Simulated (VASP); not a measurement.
A run of VASP 6.6.1 is set up as follows.

Contents of INCAR:

```
SYSTEM = H3C49F
ALGO = Normal
DIPOL = 0.5 0.5 0.450
EDIFF = 1E-7
ENCUT = 520
GGA = PE
IDIPOL = 3
ISIF = 2
ISMEAR = 0
IVDW = 12
LASPH = .True.
LCHARG = .True.
LDIPOL = .True.
LELF = .True.
LREAL = Auto
LVACPOTAV = .True.
LVHAR = .True.
LWAVE = .False.
NBANDS = 135
NELM = 80
PREC = Accurate
SIGMA = 0.05
```

File KPOINTS:

```
k-points
0
Gamma
  3 2 1
  0 0 0
```

The input POSCAR:

```
H3C49F
1.0
    5.0301999808      0.0000000000      0.0000000000
    0.0000000000      7.1137770343      0.0000000000
    0.0000000000      0.0000000000     26.0407499760
C F H
49 1 3
Direct
    0.2500000000      0.5000000000      0.3072108141
    0.2500000000      0.0000000000      0.3072108141
    0.7500000000      0.5000000000      0.3072108141
    0.7500000000      0.0000000000      0.3072108141
    0.5000000000      0.6250000000      0.3072108141
    0.5000000000      0.1250000000      0.3072108141
    0.0000000000      0.6250000000      0.3072108141
    0.0000000000      0.1250000000      0.3072108141
    0.5000000000      0.7500000000      0.3555024339
    0.5000000000      0.2500000000      0.3555024339
    0.0000000000      0.7500000000      0.3555024339
    0.0000000000      0.2500000000      0.3555024339
    0.7500000000      0.8750000000      0.3555024339
    0.7500000000      0.3750000000      0.3555024339
    0.2500000000      0.8750000000      0.3555024339
    0.2500000000      0.3750000000      0.3555024339
    0.7500000000      0.0000000000      0.4037940536
    0.7500000000      0.5000000000      0.4037940536
    0.2500000000      0.0000000000      0.4037940536
    0.2500000000      0.5000000000      0.4037940536
    0.0000000000      0.1250000000      0.4037940536
    0.0000000000      0.6250000000      0.4037940536
    0.5000000000      0.1250000000      0.4037940536
    0.5000000000      0.6250000000      0.4037940536
    0.0000058212      0.2505765122      0.4518308175
   -0.0000084487      0.7505676566      0.4518267586
    0.5000019186      0.2505736124      0.4518350535
    0.5000166845      0.7505439326      0.4518443904
    0.2500091333      0.3744269497      0.4518208728
    0.2500099499      0.8744194687      0.4518194735
    0.7500016826      0.3744768474      0.4518635692
    0.7499954579      0.8744644783      0.4518371700
    0.2500239948      0.5046799563      0.5016835582
    0.2500184098      0.0045781059      0.5015946904
    0.7500000643      0.5045523794      0.5016592301
    0.7499882414      0.0046739810      0.5016066300
    0.5000497453      0.6204146527      0.5016739820
    0.4999524556      0.1203991369      0.5015981834
   -0.0000144961      0.6203789311      0.5016666525
    0.0000474012      0.1203884251      0.5015954134
    0.5000877537      0.7648476224      0.5425467021
    0.5000217258      0.2644825595      0.5425563390
    0.0000123283      0.7649968159      0.5424244714
   -0.0000399809      0.2644809813      0.5425404338
    0.7499773334      0.8605911420      0.5425853261
    0.7499811213      0.3603050422      0.5426815576
    0.2500602416      0.8605161726      0.5425522348
    0.2500094331      0.3600114964      0.5423908060
    0.8974328549      0.5937917129      0.6655256218
    1.1694094617      0.5639156607      0.6568205171
    0.8563086119      0.7449833503      0.6625190469
    0.7835007520      0.5168173023      0.6362750115
    0.8475464507      0.5418238501      0.7040592769
```

Potentials or basis: VASP PAW PBE potentials, release 64 (C, F, H).

Launch:

```bash
$ cat potpaw_PBE.64/C/POTCAR potpaw_PBE.64/F/POTCAR potpaw_PBE.64/H/POTCAR > POTCAR
$ mpirun -np 1 vasp_std > vasp.out
```

Question: Predict the band gap on the k mesh.

Answer: Zero (bands 103 and 104 overlap by 0.11 eV).

Question: What does it give for the largest force?

Answer: 4.677 eV/Å.

Question: What does it give for the dispersion energy per atom?

Answer: -0.146 eV.

Forces on the atoms (eV/Å):
```
C   -0.001  4.566  1.000
C    0.000  4.567  1.010
C   -0.002  4.567  1.003
C    0.000  4.563  0.997
C    0.002 -4.567  1.004
C    0.001 -4.564  1.000
C    0.000 -4.567  1.004
C   -0.001 -4.566  1.004
C    0.004  1.022 -1.114
C   -0.004  1.022 -1.112
C   -0.004  1.023 -1.116
C    0.004  1.021 -1.118
C    0.001 -1.023 -1.112
C   -0.002 -1.022 -1.116
C   -0.001 -1.018 -1.130
C    0.001 -1.024 -1.118
C   -0.001  0.474  0.090
C   -0.001  0.477  0.101
C    0.001  0.477  0.101
C    0.001  0.483  0.106
C   -0.002 -0.471  0.104
C   -0.003 -0.479  0.108
C    0.002 -0.470  0.101
C    0.003 -0.476  0.109
C    0.000 -0.001  0.015
C    0.000 -0.001  0.016
C    0.000  0.000  0.013
C    0.000  0.001  0.014
C    0.000  0.001  0.001
C    0.000  0.000  0.004
C    0.000 -0.003  0.001
C    0.000  0.001  0.006
C    0.000  0.003 -0.017
C    0.001  0.007 -0.018
C    0.000  0.001 -0.019
C    0.000  0.004 -0.022
C    0.000 -0.004 -0.024
C   -0.001 -0.007 -0.023
C    0.000 -0.007 -0.029
C    0.000 -0.007 -0.023
C   -0.002 -0.014  0.030
C    0.000 -0.014  0.028
C   -0.001 -0.015  0.035
C   -0.001 -0.013  0.028
C    0.001  0.012  0.020
C    0.000  0.010  0.018
C    0.000  0.010  0.019
C    0.001  0.012  0.024
C   -0.298  0.055  0.055
F    0.304 -0.045 -0.051
H    0.000 -0.006  0.000
H   -0.001  0.004  0.006
H   -0.001  0.002 -0.010
```

Caveat: the k points lie up to 0.44 Å⁻¹ apart.
